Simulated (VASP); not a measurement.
# Sb2N (P4/mmm) in VASP: relaxation of cell and atoms with PBE

Aim: the relaxation of cell and atoms of Sb2N with PBE.

All numbers are computed with VASP 6.6.1; they aren't measurements. Logs are shortened: lines on timing, memory, paths and dates and some standing lists are left out, and cuts for length are marked.

## Step 1: The cell of the first run

Symmetry: P4/mmm, No. 123, tetragonal system. The conventional cell has a = 4.672 Å, b = 4.672 Å, c = 3.252 Å, α = 90.00°, β = 90.00°, γ = 90.00°. Sb (site symmetry 4/mmm) has 10 Sb at 3.25 to 3.68 Å and 4 N at 3.30 Å within 4.3 Å. Within 2.2 Å of Sb (site symmetry 4/mmm) lie 2 N at 1.63 Å. Within 2.2 Å of N (site symmetry 4/mmm) lie 2 Sb at 1.63 Å.

The cell was built from a structure type or drawn by symmetry, and may not be a known phase.

## Step 2: Relaxation of cell and atoms, PBE

INCAR

```
SYSTEM = Sb2N
  ALGO = Normal
  EDIFF = 1E-7
  EDIFFG = -0.04
  ENCUT = 600
  GGA = PE
  GGA_COMPAT = .False.
  IBRION = 2
  ISIF = 3
  ISMEAR = 0
  LASPH = .True.
  LCHARG = .False.
  LREAL = .False.
  LWAVE = .False.
  NELM = 120
  NELMIN = 4
  NSW = 90
  PREC = Accurate
  SIGMA = 0.1
```

KPOINTS

```
k-points
0
Gamma
  4 4 6
  0 0 0
```

POSCAR

```
Sb2N
1.0
    4.6716162200      0.0000000000      0.0000000000
    0.0000000000      4.6716162200      0.0000000000
    0.0000000000      0.0000000000      3.2517984800
Sb N
2 1
Direct
    0.5000000000      0.5000000000      0.5000000000
    0.0000000000      0.0000000000      0.0000000000
    0.0000000000      0.0000000000      0.5000000000
```

Potentials or basis: VASP PAW PBE potentials, release 64 (Sb_d_GW, N).

Started as:

```bash
> cat potpaw_PBE.64/Sb_d_GW/POTCAR potpaw_PBE.64/N/POTCAR > POTCAR
> mpirun -np 1 vasp_std > vasp.out
```

OUTCAR:

```text
SYSTEM = Sb2N
   EDIFF = 1E-7
   EDIFFG = -0.04
   ENCUT = 600
   GGA = PE
   IBRION = 2
   ISIF = 3
   ISMEAR = 0
   LASPH = .True.
   LREAL = .False.
   NELM = 120
   NELMIN = 4
   NSW = 90
   PREC = Accurate

 ion  position               nearest neighbor table
   1  0.500  0.500  0.500-
   2  0.000  0.000  0.000-   3 1.63   3 1.63
   3  0.000  0.000  0.500-   2 1.63   2 1.63

  LATTYP: Found a simple tetragonal cell.
 ALAT       =     4.6716162200
 C/A-ratio  =     0.6960756892

  Lattice vectors:

 A1 = (   4.6716162200,   0.0000000000,   0.0000000000)
 A2 = (   0.0000000000,   4.6716162200,   0.0000000000)
 A3 = (   0.0000000000,   0.0000000000,   3.2517984800)

Analysis of symmetry for initial positions (statically):
=====================================================================
 Subroutine PRICEL returns:
 Original cell was already a primitive cell.

 Routine SETGRP: Setting up the symmetry group for a
 simple tetragonal supercell.

 Subroutine GETGRP returns: Found 16 space group operations
 (whereof 16 operations were pure point group operations)
 out of a pool of 16 trial point group operations.

The static configuration has the point symmetry D_4h.

Analysis of symmetry for dynamics (positions and initial velocities):
=====================================================================
 Subroutine PRICEL returns:
 Original cell was already a primitive cell.

 Routine SETGRP: Setting up the symmetry group for a
 simple tetragonal supercell.

 Subroutine GETGRP returns: Found 16 space group operations
 (whereof 16 operations were pure point group operations)
 out of a pool of 16 trial point group operations.

The dynamic configuration has the point symmetry D_4h.

 Subroutine INISYM returns: Found 16 space group operations
 (whereof 16 operations are pure point group operations),
 and found     1 'primitive' translations

----------------------------------------------------------------------------------------

                                     Primitive cell

  volume of cell :      70.9672

  direct lattice vectors                    reciprocal lattice vectors
     4.671616220  0.000000000  0.000000000     0.214058680  0.000000000  0.000000000
     0.000000000  4.671616220  0.000000000     0.000000000  0.214058680  0.000000000
[... 78 lines left out ...]
   ISTART =      0    job   : 0-new  1-cont  2-samecut
   ICHARG =      2    charge: 1-file 2-atom 10-const
   ISPIN  =      1    spin polarized calculation?
   LNONCOLLINEAR =      F non collinear calculations
   LSORBIT =      F    spin-orbit coupling
   LASPH  =      T    aspherical Exc in radial PAW
   ENCUT  =  600.0 eV  44.10 Ry    6.64 a.u.   9.33  9.33  6.49*2*pi/ulx,y,z
   NELM   =    120;   NELMIN=  4; NELMDL= -5     # of ELM steps
   EDIFF  = 0.1E-06   stopping-criterion for ELM
   LREAL  =      F    real-space projection
   EDIFFG = -.4E-01   stopping-criterion for IOM
   NSW    =     90    number of steps for IOM
   IBRION =      2    ionic relax: 0-MD 1-quasi-New 2-CG
   NFREE  =      1    steps in history (QN), initial steepest desc. (CG)
   ISIF   =      3    stress and relaxation
   ISYM   =      2    0-nonsym 1-usesym 2-fastsym
   POTIM  = 0.5000    time-step for ionic-motion
   TEBEG  =    0.0;   TEEND  =   0.0 temperature during run
   PSTRESS=    0.0 pullay stress
   NELECT =      35.0000    total number of electrons
   NUPDOWN=      -1.0000    fix difference up-down
   EMIN   =  10.00;   EMAX   =-10.00  energy-range for DOS
   EFERMI =   0.00;   METHOD = LEGACY
   ISMEAR =     0;   SIGMA  =   0.10  broadening in eV -4-tet -1-fermi 0-gaus
   EFERMI_NEDOS =   21; number of points for ismear=-14 and -15
   IALGO  =     38    algorithm
   IMIX   =      4    mixing-type and parameters
     AMIX     =   0.40;   BMIX     =  1.00
     AMIX_MAG =   1.60;   BMIX_MAG =  1.00
  volume/ion in A,a.u.               =      23.66       159.64
  Fermi-wavevector in a.u.,A,eV,Ry     =   1.293436  2.444239 22.762221  1.672976
  Thomas-Fermi vector in A             =   2.425081
   LORBIT       =      0    0 simple, 1 ext, 2 COOP (PROOUT), +10 PAW based schemes
   GGA     = PE    functional components
   LHFCALC =     F    Hartree Fock is set to
   AEXX    =    0.0000 exact exchange contribution
   IVDW    =     0    specifies the selected vdW correction
   LEPSILON=     F    determine dielectric tensor
   LRPA    =     F    only Hartree local field effects (RPA)
 conjugate gradient relaxation of ions
 non-spin polarized calculation
 Gauss-broadening in eV      SIGMA  =   0.10
  energy-cutoff  :      600.00
  volume of cell :       70.97
 maximum number of plane-waves:      2383
 NGX is ok and might be reduce to    40
   NGX = 19   NGY = 19   NGZ = 13

--------------------------------------- Ionic step        1  -------------------------------------------

 number of electron      34.9999984 magnetization

 Free energy of the ion-electron system (eV)
  ---------------------------------------------------
  ext. energy  EPLUGINS =         0.00000000
  ---------------------------------------------------
  free energy    TOTEN  =        -7.34761753 eV

  energy without entropy =       -7.33918049  energy(sigma->0) =       -7.34339901

------------------------ aborting loop because EDIFF is reached ----------------------------------------

  FORCE on cell =-STRESS in cart. coord.  units (eV):
  Direction    XX          YY          ZZ          XY          YZ          ZX
  --------------------------------------------------------------------------------------
  -------------------------------------------------------------------------------------
  Total        1.7004773      1.7004773     47.3715700      0.0000000     -0.0000000      0.0000000
  in kB       38.3904756     38.3904756   1069.4744711      0.0000000     -0.0000000      0.0000000
  external PRESSURE =     382.0851408 kB  Pullay stress =       0.0000000 kB
[... 1261 lines left out ...]
     20       7.4349      0.00000
     21       9.1812      0.00000

[... ionic steps 4 to 18 ...]

--------------------------------------- Ionic step       19  -------------------------------------------

 number of electron      34.9999982 magnetization

------------------------ aborting loop because EDIFF is reached ----------------------------------------
[... 69 lines left out ...]
--------------------------------------- Ionic step       21  -------------------------------------------

 number of electron      34.9999970 magnetization

 Free energy of the ion-electron system (eV)
  ---------------------------------------------------
  ext. energy  EPLUGINS =         0.00000000
  ---------------------------------------------------
  free energy    TOTEN  =       -14.26126270 eV

  energy without entropy =      -14.25210501  energy(sigma->0) =      -14.25668385

 E-fermi :   7.0513     XC(G=0): -11.1436

 val. band max:        6.9835851522   @ k =   0.5000   0.0000   0.3333
 cond. band min:       7.0885468098   @ k =   0.5000   0.2500   0.1667
 fundamental gap:      0.1049616576
 Fermi energy:         7.0513383334
[... 604 lines left out ...]
  FREE ENERGIE OF THE ION-ELECTRON SYSTEM (eV)
  ---------------------------------------------------
  free  energy   TOTEN  =       -14.2612626966 eV

  energy  without entropy=      -14.2521050092  energy(sigma->0) =      -14.25668385

 reached required accuracy - stopping structural energy minimisation
```

Wall time 26 min (1 thread of AMD EPYC 7R43 (Zen 3), shared host); peak memory 0.21 GiB.

Results:

```
Free energy                           : -14.2613 eV
Relaxed volume                        : 23.62 Å³/atom
Relaxed cell                          : a = 4.044 Å, b = 4.044 Å, c = 4.332 Å, α = 90.00°, β = 90.00°, γ = 90.00°
Space group after relaxing (to 0.1 Å) : P4/mmm (No. 123)
Energy gained by relaxing             : 1968.7 meV/atom
Ionic steps                           : 7
Pressure after relaxing               : -0.1 GPa
Band gap on the k mesh                : zero (an odd number of electrons rules out a gap without spin polarisation)
```

Stress tensor (GPa, compression positive):
```
-0.19  0.00  0.00
 0.00 -0.19  0.00
 0.00  0.00 -0.01
```

The path:
| step | energy change (eV) | largest force (eV/Å) | pressure (GPa) | volume (Å³) |
| --- | --- | --- | --- | --- |
| 1 | 0.0000 | 0.0000 | 38.21 | 70.97 |
| 2 | -0.6569 | 0.0000 | -14.70 | 131.96 |
| 3 | -4.3852 | 0.0000 | -7.23 | 96.07 |
| 4 | -4.4210 | 0.0000 | -6.23 | 94.52 |
| 5 | -4.4356 | 0.0000 | -5.15 | 92.92 |
| 6 | -5.0690 | 0.0000 | -5.49 | 82.78 |
| 7 | -5.9061 | 0.0000 | -4.37 | 70.85 |

Final structure:
```
Sb N
1.0
     4.04401    0.00000    0.00000
     0.00000    4.04401    0.00000
     0.00000    0.00000    4.33232
Sb N
2 1
Direct
  0.50000 0.50000 0.50000
  0.00000 0.00000 0.00000
  0.00000 0.00000 0.50000
```

Levels at points of the mesh, in eV from the Fermi level:
| k point | band 14 | band 15 | band 16 | band 17 | band 18 | band 19 | band 20 | band 21 |
| --- | --- | --- | --- | --- | --- | --- | --- | --- |
| (0.00, 0.00, 0.00) | -6.57 | -4.31 | -4.31 | 0.71 | 2.55 | 2.55 | 4.06 | 6.60 |
| (0.50, 0.00, 0.00) | -5.52 | -2.91 | -2.84 | -1.69 | 0.15 | 0.25 | 2.28 | 3.95 |
| (0.50, 0.50, 0.00) | -7.31 | -6.48 | -4.95 | -1.64 | -1.64 | 0.09 | 4.06 | 4.12 |
| (0.00, 0.00, 0.50) | -4.09 | -4.09 | -1.75 | 0.70 | 0.72 | 1.81 | 1.81 | 5.04 |
| (0.50, 0.00, 0.50) | -5.62 | -2.66 | -0.98 | -0.80 | 0.17 | 2.45 | 2.52 | 3.13 |
| (0.50, 0.50, 0.50) | -6.87 | -6.87 | -3.08 | -3.08 | -1.53 | -0.33 | 2.58 | 4.77 |

Caveat: a cell axis changed by over 15 % at a fixed basis, so the end point is rough; spin-orbit coupling is left out, which moves the levels of the heavy elements.
